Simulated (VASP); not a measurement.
# BiTe (P1) in VASP: single point with PBE

Aim: the single point of BiTe with PBE.

Everything below comes from runs of VASP 6.6.1. Logs are shortened: lines on timing, memory, paths and dates and some standing lists are left out, and cuts for length are marked.

### Step 1. The cell of the first run

The typed cell holds 4 atoms: a = 4.183 Å, b = 4.220 Å, c = 8.768 Å, α = 90.15°, β = 90.49°, γ = 118.50°.

### Step 2. Single point, PBE (atoms moved at random and the cell strained at random)

File INCAR:

```
PREC = Accurate ; ENCUT = 520
EDIFF = 1E-7 ; ISMEAR = 0
SIGMA = 0.05 ; LREAL = F
LASPH = T ; NELM = 80
ALGO = Normal ; ISIF = 2
LWAVE = F ; LCHARG = F
GGA = PE ; NBANDS = 29
```

File KPOINTS:

```
regular mesh
0
Gamma
  8 8 6
```

File POSCAR:

```
BiTe
1.0
    4.1827040907      0.0445394260     -0.0178691412
   -2.0527797709      3.6869107799     -0.0054402310
   -0.0371117113     -0.0344729564      8.7682164617
Bi Te
2 2
Direct
    0.3633359895      0.6991837882      0.2589840846
    0.6728935201      0.3756598110      0.7550060877
   -0.0063346558     -0.0310899705      0.0002034048
   -0.0298948538     -0.0437536287      0.4858064229
```

Potentials or basis: VASP PAW PBE potentials, release 64 (Bi_d, Te).

On the command line:

```console
cat potpaw_PBE.64/Bi_d/POTCAR potpaw_PBE.64/Te/POTCAR > POTCAR
mpirun -np 1 vasp_std > vasp.out
```

OUTCAR:

```text
PREC = Accurate
   ENCUT = 520
   EDIFF = 1E-7
   ISMEAR = 0
   LREAL = F
   LASPH = T
   NELM = 80
   ISIF = 2
   GGA = PE

 ion  position               nearest neighbor table
   1  0.363  0.699  0.259-   4 2.97   4 3.10   3 3.24   3 3.26   4 3.41   3 3.52
   2  0.673  0.376  0.755-   3 3.07   4 3.21   3 3.33   3 3.40   4 3.50   4 3.52
   3  0.994  0.969  0.000-   2 3.07   1 3.24   1 3.26   2 3.33   2 3.40   1 3.52
   4  0.970  0.956  0.486-   1 2.97   1 3.10   2 3.21   1 3.41   2 3.50   2 3.52

  LATTYP: Found a triclinic cell.
 ALAT       =     4.1829793900
 B/A-ratio  =     2.7201047646
 C/A-ratio  =     1.0271645512
 COS(alpha) =     0.0020891259
 COS(beta)  =     0.5049600255
 COS(gamma) =     0.5511687524

  Lattice vectors:

 A1 = (   4.1827040907,   0.0445394260,  -0.0178691412)
 A2 = (   6.2725955729,  -3.6078983975,  -8.7806453719)
 A3 = (   2.1299243198,   3.7314502059,  -0.0233093722)

Analysis of symmetry for initial positions (statically):
=====================================================================
 Subroutine PRICEL returns:
 Original cell was already a primitive cell.

 Routine SETGRP: Setting up the symmetry group for a
 triclinic supercell.

 Subroutine GETGRP returns: Found  1 space group operations
 (whereof  1 operations were pure point group operations)
 out of a pool of  2 trial point group operations.

The static configuration has the point symmetry C_1 .

Analysis of symmetry for dynamics (positions and initial velocities):
=====================================================================
 Subroutine PRICEL returns:
 Original cell was already a primitive cell.

 Routine SETGRP: Setting up the symmetry group for a
 triclinic supercell.

 Subroutine GETGRP returns: Found  1 space group operations
 (whereof  1 operations were pure point group operations)
 out of a pool of  2 trial point group operations.

The dynamic configuration has the point symmetry C_1 .

 Subroutine INISYM returns: Found  1 space group operations
 (whereof  1 operations are pure point group operations),
 and found     1 'primitive' translations

----------------------------------------------------------------------------------------

                                     Primitive cell

  volume of cell :     136.0141

  direct lattice vectors                    reciprocal lattice vectors
     4.182704091  0.044539426 -0.017869141     0.237677141  0.132334944  0.001526260
    -2.052779771  3.686910780 -0.005440231    -0.002866727  0.269635204  0.001047959
    -0.037111711 -0.034472956  8.768216462     0.000482594  0.000436986  0.114052040

  length of vectors
     4.182979390  4.219863207  8.768362765     0.272039134  0.269652480  0.114053898

  position of ions in fractional coordinates (direct lattice)
     0.363335990  0.699183788  0.258984085
     0.672893520  0.375659811  0.755006088
     0.993665344  0.968910030  0.000203405
     0.970105146  0.956246371  0.485806423

  ion indices of the primitive-cell ions
   primitive index   ion index
                 1           1
                 2           2
                 3           3
                 4           4

----------------------------------------------------------------------------------------

 KPOINTS: regular mesh

Automatic generation of k-mesh.
 Grid dimensions read from file:
 generate k-points for:    8    8    6

 Generating k-lattice:

  Cartesian coordinates                     Fractional coordinates (reciprocal lattice)
     0.029709643  0.016541868  0.000190783     0.125000000 -0.000000000 -0.000000000
    -0.000358341  0.033704401  0.000130995    -0.000000000  0.125000000  0.000000000
     0.000080432  0.000072831  0.019008673     0.000000000 -0.000000000  0.166666667

  Length of vectors
     0.034004892  0.033706560  0.019008983

  Shift w.r.t. Gamma in fractional coordinates (k-lattice)
     0.000000000  0.000000000  0.000000000

 Subroutine IBZKPT returns following result:
 ===========================================

 Found    196 irreducible k-points:

 Following reciprocal coordinates:
            Coordinates               Weight
  0.000000  0.000000  0.000000      1.000000
  0.125000 -0.000000  0.000000      2.000000
  0.250000 -0.000000  0.000000      2.000000
  0.375000 -0.000000  0.000000      2.000000
  0.500000 -0.000000  0.000000      1.000000
 -0.000000  0.125000  0.000000      2.000000
[... 16 lines left out ...]
  0.125000  0.375000  0.000000      2.000000
  0.250000  0.375000 -0.000000      2.000000
 [... further k-points ...]
   k-points           NKPTS =    196   k-points in BZ     NKDIM =    196   number of bands    NBANDS=     29
   number of dos      NEDOS =    301   number of ions     NIONS =      4
   total plane-waves  NPLWV =  71680
   dimension x,y,z NGX =    32 NGY =   32 NGZ =   70
   dimension x,y,z NGXF=    64 NGYF=   64 NGZF=  140
   ions per type =               2   2
   NGX,Y,Z   is equivalent  to a cutoff of  12.72, 12.61, 13.27 a.u.
   NGXF,Y,Z  is equivalent  to a cutoff of  25.44, 25.21, 26.54 a.u.
 SYSTEM =  unknown system
   PREC   = accura    normal or accurate (medium, high low for compatibility)
   ISTART =      0    job   : 0-new  1-cont  2-samecut
   ICHARG =      2    charge: 1-file 2-atom 10-const
   ISPIN  =      1    spin polarized calculation?
   LNONCOLLINEAR =      F non collinear calculations
   LSORBIT =      F    spin-orbit coupling
   LASPH  =      T    aspherical Exc in radial PAW
   ENCUT  =  520.0 eV  38.22 Ry    6.18 a.u.   7.78  7.85 16.30*2*pi/ulx,y,z
   NELM   =     80;   NELMIN=  2; NELMDL= -5     # of ELM steps
   EDIFF  = 0.1E-06   stopping-criterion for ELM
   LREAL  =      F    real-space projection
   EDIFFG = 0.1E-05   stopping-criterion for IOM
   NSW    =      0    number of steps for IOM
   IBRION =     -1    ionic relax: 0-MD 1-quasi-New 2-CG
   NFREE  =      0    steps in history (QN), initial steepest desc. (CG)
   ISIF   =      2    stress and relaxation
   ISYM   =      2    0-nonsym 1-usesym 2-fastsym
   POTIM  = 0.5000    time-step for ionic-motion
   TEBEG  =    0.0;   TEEND  =   0.0 temperature during run
   PSTRESS=    0.0 pullay stress
   NELECT =      42.0000    total number of electrons
   NUPDOWN=      -1.0000    fix difference up-down
   EMIN   =  10.00;   EMAX   =-10.00  energy-range for DOS
   EFERMI =   0.00;   METHOD = LEGACY
   ISMEAR =     0;   SIGMA  =   0.05  broadening in eV -4-tet -1-fermi 0-gaus
   EFERMI_NEDOS =   21; number of points for ismear=-14 and -15
   IALGO  =     38    algorithm
   IMIX   =      4    mixing-type and parameters
     AMIX     =   0.40;   BMIX     =  1.00
     AMIX_MAG =   1.60;   BMIX_MAG =  1.00
  volume/ion in A,a.u.               =      34.00       229.47
  Fermi-wavevector in a.u.,A,eV,Ry     =   1.106530  2.091039 16.659097  1.224409
  Thomas-Fermi vector in A             =   2.243032
   LORBIT       =      0    0 simple, 1 ext, 2 COOP (PROOUT), +10 PAW based schemes
   GGA     = PE    functional components
   LHFCALC =     F    Hartree Fock is set to
   AEXX    =    0.0000 exact exchange contribution
   IVDW    =     0    specifies the selected vdW correction
   LEPSILON=     F    determine dielectric tensor
   LRPA    =     F    only Hartree local field effects (RPA)
 non-spin polarized calculation
 Gauss-broadening in eV      SIGMA  =   0.05
  energy-cutoff  :      520.00
  volume of cell :      136.01
 maximum number of plane-waves:      3682
   NGX = 15   NGY = 15   NGZ = 33

 number of electron      41.9999997 magnetization

 Free energy of the ion-electron system (eV)
  ---------------------------------------------------
  ext. energy  EPLUGINS =         0.00000000
  ---------------------------------------------------
  free energy    TOTEN  =       -14.12102127 eV

  energy without entropy =      -14.11893983  energy(sigma->0) =      -14.11998055

 E-fermi :   6.5040     XC(G=0):  -9.4425

 val. band max:        6.4957614589   @ k =   0.5000   0.3750   0.3333
 cond. band min:       6.5165928624   @ k =  -0.0000   0.5000   0.0000
 fundamental gap:      0.0208314035
 Fermi energy:         6.5039801377

 k-point     1 :       0.0000    0.0000    0.0000
  band No.  band energies     occupation
      1     -16.7755      2.00000
      2     -16.7742      2.00000
      3     -16.7504      2.00000
      4     -16.7484      2.00000
      5     -16.7455      2.00000
      6     -16.7243      2.00000
[... 21 lines left out ...]
     28      12.1919      0.00000
     29      12.3375      0.00000

 k-point     2 :       0.1250   -0.0000    0.0000
  band No.  band energies     occupation
      1     -16.7776      2.00000
      2     -16.7718      2.00000
      3     -16.7497      2.00000
      4     -16.7474      2.00000
      5     -16.7458      2.00000
      6     -16.7232      2.00000
[... 21 lines left out ...]
     28      11.5642      0.00000
     29      12.7768      0.00000

 k-point     3 :       0.2500   -0.0000    0.0000
  band No.  band energies     occupation
      1     -16.7828      2.00000
      2     -16.7662      2.00000
      3     -16.7514      2.00000
      4     -16.7465      2.00000
      5     -16.7411      2.00000
      6     -16.7231      2.00000
[... 21 lines left out ...]
     28      11.9479      0.00000
     29      12.2814      0.00000

 k-point     4 :       0.3750   -0.0000    0.0000
  band No.  band energies     occupation
      1     -16.7880      2.00000
      2     -16.7612      2.00000
      3     -16.7530      2.00000
      4     -16.7470      2.00000
      5     -16.7345      2.00000
      6     -16.7252      2.00000
[... 597 lines left out ...]
     28      11.6777      0.00000
     29      13.8776      0.00000

 k-point    23 :       0.1250    0.3750    0.0000
  band No.  band energies     occupation
      1     -16.7789      2.00000
      2     -16.7720      2.00000
      3     -16.7544      2.00000
      4     -16.7417      2.00000
      5     -16.7344      2.00000
      6     -16.7305      2.00000
[... 21 lines left out ...]
     28      11.6496      0.00000
     29      14.3033      0.00000

 k-point    24 :       0.2500    0.3750   -0.0000
  band No.  band energies     occupation
      1     -16.7829      2.00000
      2     -16.7656      2.00000
      3     -16.7531      2.00000
      4     -16.7419      2.00000
      5     -16.7363      2.00000
      6     -16.7293      2.00000
[... 21 lines left out ...]
     28      12.6243      0.00000
     29      13.4764      0.00000

 [... further k-points ...]

------------------------ aborting loop because EDIFF is reached ----------------------------------------

  FORCE on cell =-STRESS in cart. coord.  units (eV):
  Direction    XX          YY          ZZ          XY          YZ          ZX
  --------------------------------------------------------------------------------------
  -------------------------------------------------------------------------------------
  Total        0.2399928     -0.2445821      0.4188006      0.1807877      0.6261301      0.5183474
  in kB        2.8269938     -2.8810532      4.9332588      2.1295878      7.3754958      6.1058698
  external PRESSURE =       1.6263998 kB  Pullay stress =       0.0000000 kB

 VOLUME and BASIS-vectors are now :
 -----------------------------------------------------------------------------
  energy-cutoff  :      520.00
  volume of cell :      136.01
      direct lattice vectors                 reciprocal lattice vectors
     4.182704091  0.044539426 -0.017869141     0.237677141  0.132334944  0.001526260
    -2.052779771  3.686910780 -0.005440231    -0.002866727  0.269635204  0.001047959
    -0.037111711 -0.034472956  8.768216462     0.000482594  0.000436986  0.114052040

 POSITION                                       TOTAL-FORCE (eV/Angst)
 -----------------------------------------------------------------------------------
      0.07485      2.58508      2.26053        -0.171676     -0.386297     -0.568848
      2.01535      1.38897      6.60599         0.073454     -0.132516      0.015822
      2.16724      3.61654     -0.02124        -0.107461      0.185564     -0.120036
      2.07667      3.55206      4.23712         0.205684      0.333248      0.673061
 -----------------------------------------------------------------------------------
    total drift:                                0.000541     -0.000160     -0.000162

  FREE ENERGIE OF THE ION-ELECTRON SYSTEM (eV)
  ---------------------------------------------------
  free  energy   TOTEN  =       -14.1210212688 eV

  energy  without entropy=      -14.1189398280  energy(sigma->0) =      -14.11998055
```

Wall time 10 min (1 thread of Intel Xeon Platinum 8375C at 2.90GHz (Ice Lake), shared host); peak memory 0.73 GiB.

Results:

* Free energy: -14.1210 eV
* Pressure: 0.2 GPa
* Largest force: 0.779 eV/Å
* Band gap on the k mesh: zero (bands 21 and 22 overlap by 1.89 eV)

Forces on the atoms (eV/Å):
```
Bi  -0.172 -0.386 -0.569
Bi   0.073 -0.133  0.016
Te  -0.107  0.186 -0.120
Te   0.206  0.333  0.673
```

Stress tensor (GPa, compression positive):
```
 0.28  0.21  0.61
 0.21 -0.29  0.74
 0.61  0.74  0.49
```

Caveat: the cell differs from its parent crystal (atoms moved at random and the cell strained at random); spin-orbit coupling is left out, which moves the levels of the heavy elements.
